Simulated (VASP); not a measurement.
Here is a VASP 6.6.1 calculation.

The input INCAR:

```
SYSTEM = KTeO3
PREC = Accurate
ENCUT = 520
EDIFF = 1E-6
ISMEAR = -1
SIGMA = 0.15
LREAL = .False.
LASPH = .True.
NELM = 100
ALGO = Normal
ISIF = 2
LWAVE = .False.
LCHARG = .False.
GGA = CA
NBANDS = 24
```

File KPOINTS:

```
Automatic mesh
0
Gamma
  5 5 5
  0 0 0
```

The input POSCAR:

```
KTeO3
1.0
    4.1143910000      0.0000000000      0.0000000000
    0.0000000000      4.1143910000      0.0000000000
    0.0000000000      0.0000000000      4.1143910000
K Te O
1 1 3
Direct
    0.0000000000      0.0000000000      0.0000000000
    0.5000000000      0.5000000000      0.5000000000
    0.5000000000      0.5000000000      0.0000000000
    0.5000000000      0.0000000000      0.5000000000
    0.0000000000      0.5000000000      0.5000000000
```

Potentials or basis: VASP PAW LDA potentials, release 64 (K_sv, Te, O).

The run is started by

```sh
$ cat potpaw_LDA.64/K_sv/POTCAR potpaw_LDA.64/Te/POTCAR potpaw_LDA.64/O/POTCAR > POTCAR
$ mpirun -np 1 vasp_std > vasp.out
```

Task: What does it give for the pressure?

Result: -7.2 GPa.

Caveat: an odd number of electrons without spin polarisation forces a metal; a magnetic or distorted state may lie lower.
